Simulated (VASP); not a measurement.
# SnTe3 (Fm-3m) in VASP: notebook

Runs on SnTe3. Level: LDA. Tasks: single point.

Everything below comes from runs of VASP 6.6.1. Logs are shortened: lines on timing, memory, paths and dates and some standing lists are left out, and cuts for length are marked.

### Step 1. The cell of the first run

Symmetry: Fm-3m, No. 225, cubic system. Conventional cell: a = 7.722 Å, b = 7.722 Å, c = 7.722 Å, α = 90.00°, β = 90.00°, γ = 90.00°. Within 4.4 Å of Te (site symmetry m-3m) lie 8 Te at 3.34 Å and 6 Sn at 3.86 Å. Te (site symmetry -43m) has 10 Te at 3.34 to 3.86 Å and 4 Sn at 3.34 Å within 4.4 Å. Sn (site symmetry m-3m) has 14 Te at 3.34 to 3.86 Å within 4.4 Å.

### Step 2. Single point, LDA

INCAR reads:

```
ALGO     = Normal         # electronic algorithm
EDIFF    = 1E-6           # SCF threshold, eV
ENCUT    = 520            # plane-wave cutoff, eV
GGA      = CA             # functional
ISIF     = 2              # what is computed and relaxed
ISMEAR   = -1             # smearing method
LASPH    = True           # aspherical terms in the spheres
LCHARG   = True           # write CHGCAR
LELF     = True           # ELF
LREAL    = False          # projectors in reciprocal space
LVHAR    = True         
LWAVE    = False          # write WAVECAR
NBANDS   = 24             # bands
NELM     = 60             # most SCF steps
PREC     = Accurate       # precision mode
SIGMA    = 0.05           # smearing width, eV
```

KPOINTS reads:

```
k-points
0
Gamma
  6 6 6
```

POSCAR reads:

```
SnTe3
1.0
    0.0000000000      3.8612190000      3.8612190000
    3.8612190000      0.0000000000      3.8612190000
    3.8612190000      3.8612190000      0.0000000000
Te Sn
3 1
Direct
    0.5000000000      0.5000000000      0.5000000000
    0.7500000000      0.7500000000      0.7500000000
    0.2500000000      0.2500000000      0.2500000000
    0.0000000000      0.0000000000      0.0000000000
```

Potentials or basis: VASP PAW LDA potentials, release 64 (Te, Sn_d).

Started as:

```console
> cat potpaw_LDA.64/Te/POTCAR potpaw_LDA.64/Sn_d/POTCAR > POTCAR
> mpirun -np 1 vasp_std > vasp.out
```

OUTCAR:

```text
EDIFF = 1E-6
   ENCUT = 520
   GGA = CA
   ISIF = 2
   ISMEAR = -1
   LASPH = True
   LREAL = False
   NELM = 60
   PREC = Accurate

 ion  position               nearest neighbor table
   1  0.500  0.500  0.500-   3 3.34   3 3.34   3 3.34   2 3.34   3 3.34   2 3.34   2 3.34   2 3.34

   2  0.750  0.750  0.750-   1 3.34   1 3.34   1 3.34   1 3.34   4 3.34   4 3.34   4 3.34   4 3.34

   3  0.250  0.250  0.250-   4 3.34   4 3.34   4 3.34   1 3.34   4 3.34   1 3.34   1 3.34   1 3.34

   4  0.000  0.000  0.000-   2 3.34   2 3.34   2 3.34   2 3.34   3 3.34   3 3.34   3 3.34   3 3.34

  LATTYP: Found a face centered cubic cell.
 ALAT       =     7.7224380000

  Lattice vectors:

 A1 = (   0.0000000000,   3.8612190000,   3.8612190000)
 A2 = (   3.8612190000,   0.0000000000,   3.8612190000)
 A3 = (   3.8612190000,   3.8612190000,   0.0000000000)

Analysis of symmetry for initial positions (statically):
=====================================================================
 Subroutine PRICEL returns:
 Original cell was already a primitive cell.

 Routine SETGRP: Setting up the symmetry group for a
 face centered cubic supercell.

 Subroutine GETGRP returns: Found 48 space group operations
 (whereof 48 operations were pure point group operations)
 out of a pool of 48 trial point group operations.

The static configuration has the point symmetry O_h .

Analysis of symmetry for dynamics (positions and initial velocities):
=====================================================================
 Subroutine PRICEL returns:
 Original cell was already a primitive cell.

 Routine SETGRP: Setting up the symmetry group for a
 face centered cubic supercell.

 Subroutine GETGRP returns: Found 48 space group operations
 (whereof 48 operations were pure point group operations)
 out of a pool of 48 trial point group operations.

The dynamic configuration has the point symmetry O_h .

 Subroutine INISYM returns: Found 48 space group operations
 (whereof 48 operations are pure point group operations),
 and found     1 'primitive' translations

----------------------------------------------------------------------------------------

                                     Primitive cell

  volume of cell :     115.1339

  direct lattice vectors                    reciprocal lattice vectors
     0.000000000  3.861219000  3.861219000    -0.129492785  0.129492785  0.129492785
     3.861219000  0.000000000  3.861219000     0.129492785 -0.129492785  0.129492785
     3.861219000  3.861219000  0.000000000     0.129492785  0.129492785 -0.129492785

  length of vectors
     5.460588277  5.460588277  5.460588277     0.224288082  0.224288082  0.224288082

  position of ions in fractional coordinates (direct lattice)
     0.500000000  0.500000000  0.500000000
     0.750000000  0.750000000  0.750000000
     0.250000000  0.250000000  0.250000000
     0.000000000  0.000000000  0.000000000

  ion indices of the primitive-cell ions
   primitive index   ion index
                 1           1
                 2           2
                 3           3
                 4           4

----------------------------------------------------------------------------------------

 KPOINTS: k-points

Automatic generation of k-mesh.
 Grid dimensions read from file:
 generate k-points for:    6    6    6

 Generating k-lattice:

  Cartesian coordinates                     Fractional coordinates (reciprocal lattice)
    -0.021582131  0.021582131  0.021582131     0.166666667  0.000000000  0.000000000
     0.021582131 -0.021582131  0.021582131     0.000000000  0.166666667  0.000000000
     0.021582131  0.021582131 -0.021582131     0.000000000  0.000000000  0.166666667

  Length of vectors
     0.037381347  0.037381347  0.037381347

  Shift w.r.t. Gamma in fractional coordinates (k-lattice)
     0.000000000  0.000000000  0.000000000

 Subroutine IBZKPT returns following result:
 ===========================================

 Found     16 irreducible k-points:

 Following reciprocal coordinates:
            Coordinates               Weight
  0.000000  0.000000  0.000000      1.000000
  0.166667  0.000000  0.000000      8.000000
  0.333333  0.000000  0.000000      8.000000
  0.500000  0.000000  0.000000      4.000000
  0.166667  0.166667  0.000000      6.000000
  0.333333  0.166667  0.000000     24.000000
[... 8 lines left out ...]
 -0.333333  0.333333  0.166667     24.000000
 -0.333333  0.500000  0.166667     12.000000
   k-points           NKPTS =     16   k-points in BZ     NKDIM =     16   number of bands    NBANDS=     24
   number of dos      NEDOS =    301   number of ions     NIONS =      4
   total plane-waves  NPLWV =  74088
   dimension x,y,z NGX =    42 NGY =   42 NGZ =   42
   dimension x,y,z NGXF=    84 NGYF=   84 NGZF=   84
   ions per type =               3   1
   NGX,Y,Z   is equivalent  to a cutoff of  12.79, 12.79, 12.79 a.u.
   NGXF,Y,Z  is equivalent  to a cutoff of  25.57, 25.57, 25.57 a.u.
 SYSTEM =  unknown system
   PREC   = accura    normal or accurate (medium, high low for compatibility)
   ISTART =      0    job   : 0-new  1-cont  2-samecut
   ICHARG =      2    charge: 1-file 2-atom 10-const
   ISPIN  =      1    spin polarized calculation?
   LNONCOLLINEAR =      F non collinear calculations
   LSORBIT =      F    spin-orbit coupling
   LASPH  =      T    aspherical Exc in radial PAW
   ENCUT  =  520.0 eV  38.22 Ry    6.18 a.u.  10.15 10.15 10.15*2*pi/ulx,y,z
   NELM   =     60;   NELMIN=  2; NELMDL= -5     # of ELM steps
   EDIFF  = 0.1E-05   stopping-criterion for ELM
   LREAL  =      F    real-space projection
   EDIFFG = 0.1E-04   stopping-criterion for IOM
   NSW    =      0    number of steps for IOM
   IBRION =     -1    ionic relax: 0-MD 1-quasi-New 2-CG
   NFREE  =      0    steps in history (QN), initial steepest desc. (CG)
   ISIF   =      2    stress and relaxation
   ISYM   =      2    0-nonsym 1-usesym 2-fastsym
   POTIM  = 0.5000    time-step for ionic-motion
   TEBEG  =    0.0;   TEEND  =   0.0 temperature during run
   PSTRESS=    0.0 pullay stress
   NELECT =      32.0000    total number of electrons
   NUPDOWN=      -1.0000    fix difference up-down
   EMIN   =  10.00;   EMAX   =-10.00  energy-range for DOS
   EFERMI =   0.00;   METHOD = LEGACY
   ISMEAR =    -1;   SIGMA  =   0.05  broadening in eV -4-tet -1-fermi 0-gaus
   EFERMI_NEDOS =   21; number of points for ismear=-14 and -15
   IALGO  =     38    algorithm
   IMIX   =      4    mixing-type and parameters
     AMIX     =   0.40;   BMIX     =  1.00
     AMIX_MAG =   1.60;   BMIX_MAG =  1.00
  volume/ion in A,a.u.               =      28.78       194.24
  Fermi-wavevector in a.u.,A,eV,Ry     =   1.068375  2.018936 15.530032  1.141425
  Thomas-Fermi vector in A             =   2.204021
   LORBIT       =      0    0 simple, 1 ext, 2 COOP (PROOUT), +10 PAW based schemes
   GGA     = CA    functional components
   LHFCALC =     F    Hartree Fock is set to
   AEXX    =    0.0000 exact exchange contribution
   IVDW    =     0    specifies the selected vdW correction
   LEPSILON=     F    determine dielectric tensor
   LRPA    =     F    only Hartree local field effects (RPA)
 non-spin polarized calculation
  energy-cutoff  :      520.00
  volume of cell :      115.13
 maximum number of plane-waves:      3138
 NGX is ok and might be reduce to    42
   NGX = 21   NGY = 21   NGZ = 21

 number of electron      31.9999997 magnetization

 Free energy of the ion-electron system (eV)
  ---------------------------------------------------
  ext. energy  EPLUGINS =         0.00000000
  ---------------------------------------------------
  free energy    TOTEN  =       -15.36484240 eV

  energy without entropy =      -15.33260311  energy(sigma->0) =      -15.34872276

 E-fermi :   7.5339     XC(G=0): -10.2141

 val. band max:        7.5271458464   @ k =   0.3333   0.0000   0.0000
 cond. band min:       7.5888453883   @ k =   0.5000   0.5000   0.0000
 fundamental gap:      0.0616995419
 Fermi energy:         7.5339009548

 k-point     1 :       0.0000    0.0000    0.0000
  band No.  band energies     occupation
      1     -13.9568      2.00000
      2     -13.9568      2.00000
      3     -13.9568      2.00000
      4     -13.9519      2.00000
      5     -13.9519      2.00000
      6      -5.9276      2.00000
[... 16 lines left out ...]
     23      11.5680      0.00000
     24      17.6857      0.00000

 k-point     2 :       0.1667    0.0000    0.0000
  band No.  band energies     occupation
      1     -13.9571      2.00000
      2     -13.9566      2.00000
      3     -13.9566      2.00000
      4     -13.9519      2.00000
      5     -13.9519      2.00000
      6      -5.7551      2.00000
[... 16 lines left out ...]
     23      11.5265      0.00000
     24      16.8371      0.00000

 k-point     3 :       0.3333    0.0000    0.0000
  band No.  band energies     occupation
      1     -13.9576      2.00000
      2     -13.9563      2.00000
      3     -13.9563      2.00000
      4     -13.9519      2.00000
      5     -13.9519      2.00000
      6      -5.2682      2.00000
[... 16 lines left out ...]
     23      13.0977      0.00000
     24      15.5432      0.00000
[... 298 lines left out ...]
 k-point    15 :      -0.3333    0.3333    0.1667
  band No.  band energies     occupation
      1     -13.9574      2.00000
      2     -13.9569      2.00000
      3     -13.9554      2.00000
      4     -13.9523      2.00000
      5     -13.9518      2.00000
      6      -4.3726      2.00000
[... 16 lines left out ...]
     23      14.2559      0.00000
     24      14.6156      0.00000

 k-point    16 :      -0.3333    0.5000    0.1667
  band No.  band energies     occupation
      1     -13.9582      2.00000
      2     -13.9562      2.00000
      3     -13.9552      2.00000
      4     -13.9526      2.00000
      5     -13.9517      2.00000
      6      -4.0378      2.00000
[... 16 lines left out ...]
     23      13.9796      0.00000
     24      14.1758      0.00000

------------------------ aborting loop because EDIFF is reached ----------------------------------------

  FORCE on cell =-STRESS in cart. coord.  units (eV):
  Direction    XX          YY          ZZ          XY          YZ          ZX
  --------------------------------------------------------------------------------------
  -------------------------------------------------------------------------------------
  Total       -2.7131545     -2.7131545     -2.7131545      0.0000000     -0.0000000     -0.0000000
  in kB      -37.7556379    -37.7556379    -37.7556379      0.0000000     -0.0000000     -0.0000000
  external PRESSURE =     -37.7556379 kB  Pullay stress =       0.0000000 kB

 VOLUME and BASIS-vectors are now :
 -----------------------------------------------------------------------------
  energy-cutoff  :      520.00
  volume of cell :      115.13
      direct lattice vectors                 reciprocal lattice vectors
     0.000000000  3.861219000  3.861219000    -0.129492785  0.129492785  0.129492785
     3.861219000  0.000000000  3.861219000     0.129492785 -0.129492785  0.129492785
     3.861219000  3.861219000  0.000000000     0.129492785  0.129492785 -0.129492785

 POSITION                                       TOTAL-FORCE (eV/Angst)
 -----------------------------------------------------------------------------------
      3.86122      3.86122      3.86122         0.000000     -0.000000      0.000000
      5.79183      5.79183      5.79183         0.000000      0.000000      0.000000
      1.93061      1.93061      1.93061        -0.000000     -0.000000     -0.000000
      0.00000      0.00000      0.00000         0.000000     -0.000000      0.000000
 -----------------------------------------------------------------------------------
    total drift:                               -0.000000      0.000000      0.000000

  FREE ENERGIE OF THE ION-ELECTRON SYSTEM (eV)
  ---------------------------------------------------
  free  energy   TOTEN  =       -15.3648424042 eV

  energy  without entropy=      -15.3326031103  energy(sigma->0) =      -15.34872276
```

Wall time 65 s (1 thread of AMD EPYC 7R13 (Zen 3), shared host); peak memory 0.19 GiB.

What came out:

- Free energy: -15.3648 eV
- Pressure: -3.8 GPa
- Band gap on the k mesh: zero (band 16 reaches 7.94 eV, above the bottom of band 17 at 5.72 eV)

Caveat: spin-orbit coupling is left out, which moves the levels of the heavy elements.

### Step 3. Single point, LDA

This run uses another cell than the first one, of 29.93 Å³/atom, 1.040 times its volume.

INCAR reads:

```
PREC = Accurate ; ENCUT = 520
EDIFF = 1E-6 ; ISMEAR = -1
SIGMA = 0.05 ; LREAL = F
LASPH = T ; NELM = 100
ALGO = Normal ; ISIF = 2
LWAVE = F ; LCHARG = T
GGA = CA ; LELF = T
LVHAR = T ; NBANDS = 24
```

KPOINTS reads:

```
regular mesh
0
Gamma
  6 6 6
```

POSCAR reads:

```
SnTe3
1.0
    0.0000000000      3.9120303401      3.9120303401
    3.9120303401      0.0000000000      3.9120303401
    3.9120303401      3.9120303401      0.0000000000
Te Sn
3 1
Direct
    0.5000000000      0.5000000000      0.5000000000
    0.7500000000      0.7500000000      0.7500000000
    0.2500000000      0.2500000000      0.2500000000
    0.0000000000      0.0000000000      0.0000000000
```

Potentials or basis: VASP PAW LDA potentials, release 64 (Te, Sn_d).

Started as:

```console
> cat potpaw_LDA.64/Te/POTCAR potpaw_LDA.64/Sn_d/POTCAR > POTCAR
> mpirun -np 1 vasp_std > vasp.out
```

Run time: 65 s. Hardware: 1 thread of AMD EPYC 7R13 (Zen 3), shared host; peak memory 0.19 GiB.

Results (log left out):

| Item | Value |
| --- | --- |
| Free energy | -15.2339 eV |
| Pressure | -5.3 GPa |
| Band gap on the k mesh | zero (band 16 reaches 7.41 eV, above the bottom of band 17 at 5.31 eV) |

Levels at points of the mesh, in eV from the Fermi level:
```tsv
k point	band 14	band 15	band 16	band 17	band 18	band 19
(0.00, 0.00, 0.00)	-3.07	-3.07	-1.69	-1.69	-1.69	3.27
(0.50, 0.00, 0.00)	-2.02	-1.88	0.41	0.41	1.16	1.82
(0.50, 0.50, 0.00)	-0.52	-0.52	0.05	0.18	0.18	2.00
```

Caveat: spin-orbit coupling is left out, which moves the levels of the heavy elements.

[end of part 1 of 2]
